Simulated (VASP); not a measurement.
# SnSe2 in VASP: single point with PBE+D3(BJ)

Aim: the single point of SnSe2 with PBE+D3(BJ).

Everything below comes from runs of VASP 6.6.1. Logs are shortened: lines on timing, memory, paths and dates and some standing lists are left out, and cuts for length are marked.

## Step 1: The cell of the first run

The cell holds a slab with vacuum, 12 atoms: a = 3.836 Å, b = 3.836 Å, c = 68.466 Å, α = 90.00°, β = 90.00°, γ = 120.00°.

## Step 2: Single point, PBE+D3(BJ)

File INCAR:

```
PREC = Accurate
ENCUT = 400
EDIFF = 1E-6
ISMEAR = 0
SIGMA = 0.01
LREAL = False
LASPH = True
NELM = 120
ALGO = Normal
ISIF = 2
LWAVE = False
LCHARG = True
LDIPOL = True
IDIPOL = 3
DIPOL = 0.5 0.5 0.500
GGA = PE
IVDW = 12
LELF = True
LVHAR = True
LVACPOTAV = True
NBANDS = 64
GGA_COMPAT = False
NELMDL = -8
```

File KPOINTS:

```
regular mesh
0
Gamma
  12 12 1
```

File POSCAR:

```
SnSe2
1.0
    3.8364552626      0.0000000000      0.0000000000
   -1.9182276313      3.3224677179      0.0000000000
    0.0000000000      0.0000000000     68.4658304713
Se Sn
8 4
Direct
    0.6666666667      0.3333333333      0.3451184387
    0.3333333333      0.6666666667      0.3917414469
    0.6666666667      0.3333333333      0.4327775095
    0.3333333333      0.6666666667      0.4793673431
    0.6666666667      0.3333333333      0.5206326569
    0.3333333333      0.6666666667      0.5672224905
    0.6666666667      0.3333333333      0.6082585531
    0.3333333333      0.6666666667      0.6548815613
    0.0000000000      0.0000000000      0.3684224501
    0.0000000000      0.0000000000      0.4560738199
    0.0000000000      0.0000000000      0.5439261801
    0.0000000000      0.0000000000      0.6315775499
```

Potentials or basis: VASP PAW PBE potentials, release 64 (Se, Sn_d).

On the command line:

```sh
$ cat potpaw_PBE.64/Se/POTCAR potpaw_PBE.64/Sn_d/POTCAR > POTCAR
$ mpirun -np 1 vasp_std > vasp.out
```

OUTCAR:

```text
PREC = Accurate
   ENCUT = 400
   EDIFF = 1E-6
   ISMEAR = 0
   LREAL = False
   LASPH = True
   NELM = 120
   ISIF = 2
   GGA = PE
   IVDW = 12
   NELMDL = -8
 IVDW          = 12

 ion  position               nearest neighbor table
   1  0.667  0.333  0.345-   9 2.73   9 2.73   9 2.73
   2  0.333  0.667  0.392-   9 2.73   9 2.73   9 2.73
   3  0.667  0.333  0.433-  10 2.73  10 2.73  10 2.73
   4  0.333  0.667  0.479-  10 2.73  10 2.73  10 2.73
   5  0.667  0.333  0.521-  11 2.73  11 2.73  11 2.73
   6  0.333  0.667  0.567-  11 2.73  11 2.73  11 2.73
   7  0.667  0.333  0.608-  12 2.73  12 2.73  12 2.73
   8  0.333  0.667  0.655-  12 2.73  12 2.73  12 2.73
   9  0.000  0.000  0.368-   1 2.73   1 2.73   1 2.73   2 2.73   2 2.73   2 2.73
  10  0.000  0.000  0.456-   4 2.73   4 2.73   4 2.73   3 2.73   3 2.73   3 2.73
  11  0.000  0.000  0.544-   5 2.73   5 2.73   5 2.73   6 2.73   6 2.73   6 2.73
  12  0.000  0.000  0.632-   8 2.73   8 2.73   8 2.73   7 2.73   7 2.73   7 2.73

  LATTYP: Found a hexagonal cell.
 ALAT       =     3.8364552626
 C/A-ratio  =    17.8461172580

  Lattice vectors:

 A1 = (   3.8364552626,   0.0000000000,   0.0000000000)
 A2 = (  -1.9182276313,   3.3224677179,   0.0000000000)
 A3 = (   0.0000000000,   0.0000000000,  68.4658304713)

Analysis of symmetry for initial positions (statically):
=====================================================================
 Subroutine PRICEL returns:
 Original cell was already a primitive cell.

 Routine SETGRP: Setting up the symmetry group for a
 hexagonal supercell.

 Subroutine GETGRP returns: Found 12 space group operations
 (whereof 12 operations were pure point group operations)
 out of a pool of 24 trial point group operations.

The static configuration has the point symmetry D_3d.

Analysis of symmetry for dynamics (positions and initial velocities):
=====================================================================
 Subroutine PRICEL returns:
 Original cell was already a primitive cell.

 Routine SETGRP: Setting up the symmetry group for a
 hexagonal supercell.

 Subroutine GETGRP returns: Found 12 space group operations
 (whereof 12 operations were pure point group operations)
 out of a pool of 24 trial point group operations.

The dynamic configuration has the point symmetry D_3d.

 Subroutine INISYM returns: Found 12 space group operations
 (whereof 12 operations are pure point group operations),
 and found     1 'primitive' translations

[... 126 lines left out ...]
   IMIX   =      4    mixing-type and parameters
     AMIX     =   0.40;   BMIX     =  1.00
     AMIX_MAG =   1.60;   BMIX_MAG =  1.00
  volume/ion in A,a.u.               =      72.72       490.77
  Fermi-wavevector in a.u.,A,eV,Ry     =   0.805621  1.522404  8.830533  0.649026
  Thomas-Fermi vector in A             =   1.913901
   LORBIT       =      0    0 simple, 1 ext, 2 COOP (PROOUT), +10 PAW based schemes
   GGA     = PE    functional components
   LHFCALC =     F    Hartree Fock is set to
   AEXX    =    0.0000 exact exchange contribution
   IVDW    =    12    specifies the selected vdW correction
   LEPSILON=     F    determine dielectric tensor
   LRPA    =     F    only Hartree local field effects (RPA)
 non-spin polarized calculation
 Gauss-broadening in eV      SIGMA  =   0.01
  energy-cutoff  :      400.00
  volume of cell :      872.70
 maximum number of plane-waves:     15919
 NGX is ok and might be reduce to    28
   NGX = 13   NGY = 13   NGZ =223

 dipolmoment           0.000000      0.000000     -0.000000 electrons x Angstroem

 number of electron     104.0000034 magnetization

 dipolmoment           0.000000      0.000000      0.000000 electrons x Angstroem

 Free energy of the ion-electron system (eV)
  ---------------------------------------------------
  ext. energy  EPLUGINS =         0.00000000
  ---------------------------------------------------
  free energy    TOTEN  =       -47.27846187 eV

  energy without entropy =      -47.27846187  energy(sigma->0) =      -47.27846187

 E-fermi :  -2.2254     XC(G=0):  -3.5424

 val. band max:       -2.2750689534   @ k =   0.0833   0.0833   0.0000
 cond. band min:      -1.7118707025   @ k =   0.5000   0.0000   0.0000
 fundamental gap:      0.5631982509
 Fermi energy:        -2.2254073834

 k-point     1 :       0.0000    0.0000    0.0000
  band No.  band energies     occupation
      1     -23.5705      2.00000
      2     -23.5705      2.00000
      3     -23.5705      2.00000
      4     -23.5705      2.00000
      5     -23.5638      2.00000
      6     -23.5638      2.00000
[... 1262 lines left out ...]
     63       3.6322      0.00000
     64       3.7909      0.00000

------------------------ aborting loop because EDIFF is reached ----------------------------------------

 vacuum level on the upper side and lower side of the slab       (xc-potential included)        -0.108        -0.108

 Edisp (eV)   -4.01933

 E8    (eV) :    -1.7875

  FORCE on cell =-STRESS in cart. coord.  units (eV):
  Direction    XX          YY          ZZ          XY          YZ          ZX
  --------------------------------------------------------------------------------------
  -------------------------------------------------------------------------------------
  Total       0.04171     0.04171     0.06357     0.00000     0.00000     0.00000
  in kB       0.07658     0.07658     0.11671     0.00000     0.00000     0.00000
  external pressure =        0.09 kB  Pullay stress =        0.00 kB

 VOLUME and BASIS-vectors are now :
 -----------------------------------------------------------------------------
  energy-cutoff  :      400.00
  volume of cell :      872.70
      direct lattice vectors                 reciprocal lattice vectors
     3.836455263  0.000000000  0.000000000     0.260657282  0.150490552  0.000000000
    -1.918227631  3.322467718  0.000000000     0.000000000  0.300981103  0.000000000
     0.000000000  0.000000000 68.465830471     0.000000000  0.000000000  0.014605826

 POSITION                                       TOTAL-FORCE (eV/Angst)
 -----------------------------------------------------------------------------------
      1.91823      1.10749     23.62882         0.000000      0.000000     -0.013509
     -0.00000      2.21498     26.82090        -0.000000     -0.000000      0.013908
      1.91823      1.10749     29.63047         0.000000     -0.000000     -0.013734
     -0.00000      2.21498     32.82028         0.000000     -0.000000      0.013647
      1.91823      1.10749     35.64555         0.000000      0.000000     -0.013647
     -0.00000      2.21498     38.83536        -0.000000      0.000000      0.013734
      1.91823      1.10749     41.64493         0.000000      0.000000     -0.013908
     -0.00000      2.21498     44.83701        -0.000000     -0.000000      0.013509
      0.00000      0.00000     25.22435        -0.000000     -0.000000     -0.001672
      0.00000      0.00000     31.22547         0.000000     -0.000000      0.002025
      0.00000      0.00000     37.24036        -0.000000      0.000000     -0.002025
      0.00000      0.00000     43.24148         0.000000      0.000000      0.001672
 -----------------------------------------------------------------------------------
    total drift:                               -0.000000     -0.000000      0.000000

  FREE ENERGIE OF THE ION-ELECTRON SYSTEM (eV)
  ---------------------------------------------------
  free  energy   TOTEN  =       -51.2977912708 eV

  energy  without entropy=      -51.2977912708  energy(sigma->0) =      -51.29779127

 vacuum level on the upper side and lower side of the slab         3.572         3.572
```

stdout:

```text
POSCAR found type information on POSCAR SeSn
 POSCAR found :  2 types and      12 ions
 scaLAPACK will be used
 LDA part: xc-table for (Slater+PW92), standard interpolation
 -----------------------------------------------------------------------------
|                                                                             |
|           W    W    AA    RRRRR   N    N  II  N    N   GGGG   !!!           |
|           W    W   A  A   R    R  NN   N  II  NN   N  G    G  !!!           |
|           W    W  A    A  R    R  N N  N  II  N N  N  G       !!!           |
|           W WW W  AAAAAA  RRRRR   N  N N  II  N  N N  G  GGG   !            |
|           WW  WW  A    A  R   R   N   NN  II  N   NN  G    G                |
|           W    W  A    A  R    R  N    N  II  N    N   GGGG   !!!           |
|                                                                             |
|     One of the lattice vectors is very long (>50 A), but AMIN is rather     |
|     large. This can spoil convergence since charge sloshing might occur     |
|     along the long lattice vector. If problems with convergence are         |
|     observed, try to decrease AMIN to a smaller value (e.g. 0.01).          |
|     Note: This warning only applies if the self-consistency cycle is        |
|     used.                                                                   |
|                                                                             |
 -----------------------------------------------------------------------------

 POSCAR, INCAR and KPOINTS ok, starting setup
 FFT: planning ... GRIDC
 FFT: planning ... GRID_SOFT
 FFT: planning ... GRID
 WAVECAR not read
 entering main loop
```

It took 58 min on 1 thread of Intel Xeon 8259CL, shared host; peak memory 1 GiB.

What came out:

```yaml
Free_energy: -51.2978 eV
Largest_force: 0.014 eV/Å
Band_gap_on_the_k_mesh: 0.56 eV (least direct gap 0.87 eV)
Dispersion_energy_per_atom: -0.335 eV
Ionisation_potential_of_the_upper_face: 5.85 eV
```

Forces in eV/Å, atoms in the order of the input:
```
Se   0.000  0.000 -0.014
Se   0.000  0.000  0.014
Se   0.000  0.000 -0.014
Se   0.000  0.000  0.014
Se   0.000  0.000 -0.014
Se   0.000  0.000  0.014
Se   0.000  0.000 -0.014
Se   0.000  0.000  0.014
Sn   0.000  0.000 -0.002
Sn   0.000  0.000  0.002
Sn   0.000  0.000 -0.002
Sn   0.000  0.000  0.002
```

Levels at points of the mesh, in eV from the valence-band top:
| k point | band 49 | band 50 | band 51 | band 52 | band 53 | band 54 | band 55 | band 56 |
| --- | --- | --- | --- | --- | --- | --- | --- | --- |
| (0.00, 0.00, 0.00) | -0.23 | -0.23 | -0.19 | -0.19 | 0.99 | 1.46 | 1.96 | 2.34 |
| (0.50, 0.00, 0.00) | -0.81 | -0.64 | -0.44 | -0.31 | 0.56 | 0.62 | 0.80 | 1.09 |

Caveat: spin-orbit coupling is left out, which moves the levels of the heavy elements.
